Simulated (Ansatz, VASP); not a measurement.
FeO in VASP and in Ansatz

```
Fe O
1.0
     0.00000    2.20830    2.20830
     2.20830    0.00000    2.20830
     2.20830    2.20830    0.00000
Fe O
1 1
Direct
  0.00000 0.00000 0.00000
  0.50000 0.50000 0.50000
```

Alike in both runs: task single point; functional PBE; k mesh 4 × 4 × 4; collinear spin; Hubbard terms Fe d U = 3.0 eV.

|  | VASP | Ansatz |
| --- | --- | --- |
| version | VASP 6.6.1 | Ansatz 0.2 development build |
| potentials or method | VASP PAW PBE potentials, release 64 (Fe, O) | scalar-relativistic |
| plane-wave cutoff (eV) | 600 | 1240 |
| occupations | fermi-dirac, width 0.1 eV | fermi-dirac |

```tsv
	VASP	Ansatz	Ansatz less VASP
net moment per atom (μB)	0.00	0.00	0.000
```

The programs project onto different local orbitals, so the same U acts differently, and such runs can settle in different states.

The k mesh is coarse, so the values compare programs but aren't converged.
